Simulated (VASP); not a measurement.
# YB (R-3m) in VASP: a series of runs

YB is run at these levels: PBE; tasks: single point, relaxation of cell and atoms.

Program: VASP 6.6.1. These are calculated values, not measurements. Logs are shortened: lines on timing, memory, paths and dates and some standing lists are left out, and cuts for length are marked.

### 1 The cell of the first run

It takes space group R-3m (No. 166, trigonal). Conventional cell: a = 3.612 Å, b = 3.612 Å, c = 10.123 Å, α = 90.00°, β = 90.00°, γ = 120.00°. Within 3.5 Å of Y (site symmetry -3m) lie 6 B at 2.68 Å. Within 3.5 Å of B (site symmetry -3m) lie 6 Y at 2.68 Å.

### 2 Single point, PBE

Input file INCAR:

```
SYSTEM = YB
PREC = Accurate ; ENCUT = 520
EDIFF = 1E-6 ; ISMEAR = 0
SIGMA = 0.1 ; LREAL = .False.
LASPH = .True. ; NELM = 100
ALGO = Normal ; ISIF = 2
LWAVE = .False. ; LCHARG = .False.
GGA = PE ; NBANDS = 14
```

Input file KPOINTS:

```
regular mesh
0
Gamma
  15 15 15
  0 0 0
```

Input file POSCAR:

```
YB
1.0
    1.8058479147      1.0426067797      3.3744950971
   -1.8058479147      1.0426067797      3.3744950971
    0.0000000000     -2.0852135593      3.3744950971
Y B
1 1
Direct
    0.5000000000      0.5000000000      0.5000000000
    0.0000000000      0.0000000000      0.0000000000
```

Potentials or basis: VASP PAW PBE potentials, release 64 (Y_sv, B).

The run is started by

```bash
$ cat potpaw_PBE.64/Y_sv/POTCAR potpaw_PBE.64/B/POTCAR > POTCAR
$ mpirun -np 1 vasp_std > vasp.out
```

OUTCAR:

```text
SYSTEM = YB
   PREC = Accurate
   ENCUT = 520
   EDIFF = 1E-6
   ISMEAR = 0
   LREAL = .False.
   LASPH = .True.
   NELM = 100
   ISIF = 2
   GGA = PE

 ion  position               nearest neighbor table
   1  0.500  0.500  0.500-   2 2.68   2 2.68   2 2.68   2 2.68   2 2.68   2 2.68
   2  0.000  0.000  0.000-   1 2.68   1 2.68   1 2.68   1 2.68   1 2.68   1 2.68

  LATTYP: Found a trigonal (rhomboedric) cell.
 ALAT       =     3.9667786362
 COS(alpha) =     0.5855077559

  Lattice vectors:

 A1 = (   1.8058479147,   1.0426067797,   3.3744950971)
 A2 = (  -1.8058479147,   1.0426067797,   3.3744950971)
 A3 = (   0.0000000000,  -2.0852135593,   3.3744950971)

Analysis of symmetry for initial positions (statically):
=====================================================================
 Subroutine PRICEL returns:
 Original cell was already a primitive cell.

 Routine SETGRP: Setting up the symmetry group for a
 trigonal (rhombohedral) supercell.

 Subroutine GETGRP returns: Found 12 space group operations
 (whereof 12 operations were pure point group operations)
 out of a pool of 12 trial point group operations.

The static configuration has the point symmetry D_3d.

Analysis of symmetry for dynamics (positions and initial velocities):
=====================================================================
 Subroutine PRICEL returns:
 Original cell was already a primitive cell.

 Routine SETGRP: Setting up the symmetry group for a
 trigonal (rhombohedral) supercell.

 Subroutine GETGRP returns: Found 12 space group operations
 (whereof 12 operations were pure point group operations)
 out of a pool of 12 trial point group operations.

The dynamic configuration has the point symmetry D_3d.

 Subroutine INISYM returns: Found 12 space group operations
 (whereof 12 operations are pure point group operations),
 and found     1 'primitive' translations

----------------------------------------------------------------------------------------

                                     Primitive cell

  volume of cell :      38.1208

  direct lattice vectors                    reciprocal lattice vectors
     1.805847915  1.042606780  3.374495097     0.276878244  0.159855729  0.098780210
    -1.805847915  1.042606780  3.374495097    -0.276878244  0.159855729  0.098780210
     0.000000000 -2.085213559  3.374495097     0.000000000 -0.319711458  0.098780210

  length of vectors
     3.966778636  3.966778636  3.966778636     0.334623589  0.334623589  0.334623589

  position of ions in fractional coordinates (direct lattice)
[... 8 lines left out ...]
----------------------------------------------------------------------------------------

 KPOINTS: regular mesh

Automatic generation of k-mesh.
 Grid dimensions read from file:
 generate k-points for:   15   15   15

 Generating k-lattice:

  Cartesian coordinates                     Fractional coordinates (reciprocal lattice)
     0.018458550  0.010657049  0.006585347     0.066666667  0.000000000  0.000000000
    -0.018458550  0.010657049  0.006585347     0.000000000  0.066666667  0.000000000
     0.000000000 -0.021314097  0.006585347     0.000000000  0.000000000  0.066666667

  Length of vectors
     0.022308239  0.022308239  0.022308239

  Shift w.r.t. Gamma in fractional coordinates (k-lattice)
     0.000000000  0.000000000  0.000000000

 Subroutine IBZKPT returns following result:
 ===========================================

 Found    344 irreducible k-points:

 Following reciprocal coordinates:
            Coordinates               Weight
  0.000000  0.000000  0.000000      1.000000
  0.066667 -0.000000 -0.000000      6.000000
  0.133333 -0.000000 -0.000000      6.000000
  0.200000 -0.000000  0.000000      6.000000
  0.266667 -0.000000 -0.000000      6.000000
  0.333333 -0.000000 -0.000000      6.000000
[... 16 lines left out ...]
  0.133333  0.133333 -0.000000      6.000000
  0.200000  0.133333 -0.000000     12.000000
 [... further k-points ...]
   k-points           NKPTS =    344   k-points in BZ     NKDIM =    344   number of bands    NBANDS=     14
   number of dos      NEDOS =    301   number of ions     NIONS =      2
   total plane-waves  NPLWV =  27000
   dimension x,y,z NGX =    30 NGY =   30 NGZ =   30
   dimension x,y,z NGXF=    60 NGYF=   60 NGZF=   60
   ions per type =               1   1
   NGX,Y,Z   is equivalent  to a cutoff of  12.57, 12.57, 12.57 a.u.
   NGXF,Y,Z  is equivalent  to a cutoff of  25.15, 25.15, 25.15 a.u.
 SYSTEM =  YB
   PREC   = accura    normal or accurate (medium, high low for compatibility)
   ISTART =      0    job   : 0-new  1-cont  2-samecut
   ICHARG =      2    charge: 1-file 2-atom 10-const
   ISPIN  =      1    spin polarized calculation?
   LNONCOLLINEAR =      F non collinear calculations
   LSORBIT =      F    spin-orbit coupling
   LASPH  =      T    aspherical Exc in radial PAW
   ENCUT  =  520.0 eV  38.22 Ry    6.18 a.u.   7.38  7.38  7.38*2*pi/ulx,y,z
   NELM   =    100;   NELMIN=  2; NELMDL= -5     # of ELM steps
   EDIFF  = 0.1E-05   stopping-criterion for ELM
   LREAL  =      F    real-space projection
   EDIFFG = 0.1E-04   stopping-criterion for IOM
   NSW    =      0    number of steps for IOM
   IBRION =     -1    ionic relax: 0-MD 1-quasi-New 2-CG
   NFREE  =      0    steps in history (QN), initial steepest desc. (CG)
   ISIF   =      2    stress and relaxation
   ISYM   =      2    0-nonsym 1-usesym 2-fastsym
   POTIM  = 0.5000    time-step for ionic-motion
   TEBEG  =    0.0;   TEEND  =   0.0 temperature during run
   PSTRESS=    0.0 pullay stress
   NELECT =      14.0000    total number of electrons
   NUPDOWN=      -1.0000    fix difference up-down
   EMIN   =  10.00;   EMAX   =-10.00  energy-range for DOS
   EFERMI =   0.00;   METHOD = LEGACY
   ISMEAR =     0;   SIGMA  =   0.10  broadening in eV -4-tet -1-fermi 0-gaus
   EFERMI_NEDOS =   21; number of points for ismear=-14 and -15
   IALGO  =     38    algorithm
   IMIX   =      4    mixing-type and parameters
     AMIX     =   0.40;   BMIX     =  1.00
     AMIX_MAG =   1.60;   BMIX_MAG =  1.00
  volume/ion in A,a.u.               =      19.06       128.63
  Fermi-wavevector in a.u.,A,eV,Ry     =   1.172367  2.215452 18.700451  1.374444
  Thomas-Fermi vector in A             =   2.308797
   LORBIT       =      0    0 simple, 1 ext, 2 COOP (PROOUT), +10 PAW based schemes
   GGA     = PE    functional components
   LHFCALC =     F    Hartree Fock is set to
   AEXX    =    0.0000 exact exchange contribution
   IVDW    =     0    specifies the selected vdW correction
   LEPSILON=     F    determine dielectric tensor
   LRPA    =     F    only Hartree local field effects (RPA)
 non-spin polarized calculation
 Gauss-broadening in eV      SIGMA  =   0.10
  energy-cutoff  :      520.00
  volume of cell :       38.12
 maximum number of plane-waves:      1054
 NGX is ok and might be reduce to    30
   NGX = 15   NGY = 15   NGZ = 15

 number of electron      13.9999999 magnetization

 Free energy of the ion-electron system (eV)
  ---------------------------------------------------
  ext. energy  EPLUGINS =         0.00000000
  ---------------------------------------------------
  free energy    TOTEN  =       -12.56994281 eV

  energy without entropy =      -12.55937223  energy(sigma->0) =      -12.56465752

 E-fermi :   2.9349     XC(G=0): -10.1881

 val. band max:        2.9277898383   @ k =   0.4000   0.2667   0.0667
 cond. band min:       2.9351708736   @ k =   0.4000   0.4000   0.2667
 fundamental gap:      0.0073810354
 Fermi energy:         2.9349303948

 k-point     1 :       0.0000    0.0000    0.0000
  band No.  band energies     occupation
      1     -38.4615      2.00000
      2     -18.3854      2.00000
      3     -18.2632      2.00000
      4     -18.2632      2.00000
      5      -4.4887      2.00000
      6       4.5327      0.00000
      7       4.9198      0.00000
      8       5.7997      0.00000
      9       5.7997      0.00000
     10       5.8285      0.00000
     11       5.8285      0.00000
     12       7.0097      0.00000
     13       7.0097      0.00000
     14      10.9457      0.00000

 k-point     2 :       0.0667   -0.0000   -0.0000
  band No.  band energies     occupation
      1     -38.4594      2.00000
      2     -18.3863      2.00000
      3     -18.2853      2.00000
      4     -18.2670      2.00000
      5      -4.4049      2.00000
      6       4.3440      0.00000
      7       4.7517      0.00000
      8       5.2978      0.00000
      9       5.3537      0.00000
     10       5.9357      0.00000
     11       6.1685      0.00000
     12       7.4399      0.00000
     13       7.5216      0.00000
     14      11.1290      0.00000

 k-point     3 :       0.1333   -0.0000   -0.0000
  band No.  band energies     occupation
      1     -38.4535      2.00000
      2     -18.3923      2.00000
      3     -18.3435      2.00000
      4     -18.2775      2.00000
      5      -4.1601      2.00000
      6       3.7748      0.00000
      7       4.1539      0.00000
      8       4.6858      0.00000
      9       5.2242      0.00000
     10       6.2045      0.00000
     11       6.3890      0.00000
     12       8.3152      0.00000
     13       8.4299      0.00000
     14      11.5867      0.00000
[... 324 lines left out ...]
 k-point    23 :       0.1333    0.1333   -0.0000
  band No.  band energies     occupation
      1     -38.4524      2.00000
      2     -18.4079      2.00000
      3     -18.3381      2.00000
      4     -18.2863      2.00000
      5      -4.0842      2.00000
      6       3.3143      0.00000
      7       4.1277      0.00000
      8       4.9107      0.00000
      9       5.0517      0.00000
     10       6.5561      0.00000
     11       6.8826      0.00000
     12       7.5511      0.00000
     13       8.8519      0.00000
     14      11.8998      0.00000

 k-point    24 :       0.2000    0.1333   -0.0000
  band No.  band energies     occupation
      1     -38.4465      2.00000
      2     -18.4286      2.00000
      3     -18.3789      2.00000
      4     -18.2996      2.00000
      5      -3.8267      2.00000
      6       2.8142      1.91216
      7       3.8218      0.00000
      8       4.3982      0.00000
      9       5.1506      0.00000
     10       6.6865      0.00000
     11       7.3640      0.00000
     12       7.9742      0.00000
     13       9.4744      0.00000
     14      12.4328      0.00000

 [... further k-points ...]

------------------------ aborting loop because EDIFF is reached ----------------------------------------

  FORCE on cell =-STRESS in cart. coord.  units (eV):
  Direction    XX          YY          ZZ          XY          YZ          ZX
  --------------------------------------------------------------------------------------
  -------------------------------------------------------------------------------------
  Total       -0.0361776     -0.0361776     -0.0198634      0.0000000     -0.0000000      0.0000000
  in kB       -1.5205074     -1.5205074     -0.8348371      0.0000000     -0.0000000      0.0000000
  external PRESSURE =      -1.2919507 kB  Pullay stress =       0.0000000 kB

 VOLUME and BASIS-vectors are now :
 -----------------------------------------------------------------------------
  energy-cutoff  :      520.00
  volume of cell :       38.12
      direct lattice vectors                 reciprocal lattice vectors
     1.805847915  1.042606780  3.374495097     0.276878244  0.159855729  0.098780210
    -1.805847915  1.042606780  3.374495097    -0.276878244  0.159855729  0.098780210
     0.000000000 -2.085213559  3.374495097     0.000000000 -0.319711458  0.098780210

 POSITION                                       TOTAL-FORCE (eV/Angst)
 -----------------------------------------------------------------------------------
      0.00000      0.00000      5.06174        -0.000000     -0.000000     -0.000000
      0.00000      0.00000      0.00000         0.000000      0.000000      0.000000
 -----------------------------------------------------------------------------------
    total drift:                               -0.000000      0.000000      0.000000

  FREE ENERGIE OF THE ION-ELECTRON SYSTEM (eV)
  ---------------------------------------------------
  free  energy   TOTEN  =       -12.5699428138 eV

  energy  without entropy=      -12.5593722273  energy(sigma->0) =      -12.56465752
```

It took 3.1 min on 1 thread of Intel Xeon Platinum 8259CL at 2.50GHz (Skylake/Cascade Lake), shared host; peak memory 0.35 GiB.

What came out:

* Free energy: -12.5699 eV
* Pressure: -0.1 GPa
* Band gap on the k mesh: zero (band 7 reaches 5.27 eV, above the bottom of band 8 at 2.38 eV)

### 3 Relaxation of cell and atoms, PBE

Input file INCAR:

```
SYSTEM = YB
PREC = Accurate ; ENCUT = 600
EDIFF = 1E-6 ; ISMEAR = 0
SIGMA = 0.1 ; LREAL = .False.
LASPH = .True. ; NELM = 100
ALGO = Normal ; ISIF = 3
LWAVE = .False. ; LCHARG = .False.
GGA = PE ; IBRION = 2
NSW = 100 ; EDIFFG = -0.005
```

KPOINTS is that of step 2.

POSCAR is that of step 2.

Potentials or basis: VASP PAW PBE potentials, release 64 (Y_sv, B).

The run is started by

```bash
$ cat potpaw_PBE.64/Y_sv/POTCAR potpaw_PBE.64/B/POTCAR > POTCAR
$ mpirun -np 1 vasp_std > vasp.out
```

Run time: 5.4 min. Hardware: 1 thread of Intel Xeon Platinum 8259CL at 2.50GHz (Skylake/Cascade Lake), shared host; peak memory 0.39 GiB.

Results (log left out):

```
Free energy                            : -12.5704 eV
Relaxed volume                         : 19.03 Å³/atom
Relaxed cell                           : a = 3.965 Å, b = 3.965 Å, c = 3.965 Å, α = 54.15°, β = 54.15°, γ = 54.15°
Space group after relaxing (to 0.05 Å) : R-3m (No. 166)
Energy gained by relaxing              : 0.0 meV/atom
Ionic steps                            : 6
Pressure after relaxing                : 0.0 GPa
Band gap on the k mesh                 : zero (band 7 reaches 5.28 eV, above the bottom of band 8 at 2.39 eV)
```

Final structure:
```cif
data_structure
_symmetry_space_group_name_H-M 'P 1'
_symmetry_Int_Tables_number 1
_cell_length_a 3.9652
_cell_length_b 3.9652
_cell_length_c 3.9652
_cell_angle_alpha 54.151
_cell_angle_beta 54.151
_cell_angle_gamma 54.151
_cell_volume 38.06
loop_
_atom_site_label
_atom_site_type_symbol
_atom_site_fract_x
_atom_site_fract_y
_atom_site_fract_z
_atom_site_occupancy
Y1 Y 0.50000 0.50000 0.50000 1
B1 B 0.00000 0.00000 0.00000 1
```

Levels at points of the mesh, in eV from the Fermi level:
```csv
k point,band 5,band 6,band 7,band 8,band 9,band 10
"(0.00, 0.00, 0.00)",-7.43,1.60,1.99,2.87,2.87,2.90
```

### 4 Single point, PBE

This run uses another cell than the first one, of 19.12 Å³/atom, 1.003 times its volume.

Input file INCAR:

```
  PREC = Accurate
  ENCUT = 520
  EDIFF = 1E-6
  ISMEAR = -1
  SIGMA = 0.15
  LREAL = False
  LASPH = True
  NELM = 100
  ALGO = Normal
  ISIF = 2
  LWAVE = False
  LCHARG = True
  GGA = PE
  LELF = True
  LVHAR = True
  NBANDS = 14
```

Input file KPOINTS:

```
regular mesh
0
Gamma
  15 15 15
```

Input file POSCAR:

```
YB
1.0
    1.8274903927      1.0551020702      3.3049485401
   -1.8274903927      1.0551020702      3.3049485401
    0.0000000000     -2.1102041403      3.3049485401
Y B
1 1
Direct
    0.5000000000      0.5000000000      0.5000000000
    0.0000000000      0.0000000000      0.0000000000
```

The run is started by

```bash
$ cat potpaw_PBE.64/Y_sv/POTCAR potpaw_PBE.64/B/POTCAR > POTCAR
$ mpirun -np 1 vasp_std > vasp.out
```

Run time: 4.4 min. Hardware: 1 thread of AMD EPYC 7R43 (Zen 3), shared host; peak memory 0.32 GiB.

The run converged. Its results:

- Free energy: -12.6502 eV
- Pressure: -0.1 GPa
- Band gap on the k mesh: zero (band 7 reaches 5.16 eV, above the bottom of band 8 at 2.41 eV)

Levels at points of the mesh, in eV from the Fermi level:
| k point | band 5 | band 6 | band 7 | band 8 | band 9 | band 10 |
| --- | --- | --- | --- | --- | --- | --- |
| (0.00, 0.00, 0.00) | -7.39 | 1.85 | 2.14 | 2.78 | 2.78 | 2.85 |

### 5 Single point, PBE

This run uses another cell than the first one, of 19.12 Å³/atom, 1.003 times its volume.

Input file INCAR:

```
ALGO = Normal
EDIFF = 1E-7
ENCUT = 520
GGA = PE
ISIF = 2
ISMEAR = -1
LASPH = T
LCHARG = F
LREAL = F
LWAVE = F
NBANDS = 14
NELM = 100
PREC = Accurate
SIGMA = 0.15
```

Input file KPOINTS:

```
k-points
0
Gamma
  15 15 15
```

POSCAR is that of step 4.

The run is started by

```bash
$ cat potpaw_PBE.64/Y_sv/POTCAR potpaw_PBE.64/B/POTCAR > POTCAR
$ mpirun -np 1 vasp_std > vasp.out
```

It took 3.6 min on 1 thread of AMD EPYC 7R43 (Zen 3), shared host; peak memory 0.32 GiB.

It converged, with:

```yaml
Free_energy: -12.6502 eV
Pressure: -0.1 GPa
Band_gap_on_the_k_mesh: zero (band 7 reaches 5.16 eV, above the bottom of band 8 at 2.41 eV)
```

Levels at points of the mesh, in eV from the Fermi level:
| k point | band 5 | band 6 | band 7 | band 8 | band 9 | band 10 |
| --- | --- | --- | --- | --- | --- | --- |
| (0.00, 0.00, 0.00) | -7.39 | 1.85 | 2.14 | 2.78 | 2.78 | 2.85 |

[end of part 1 of 2]
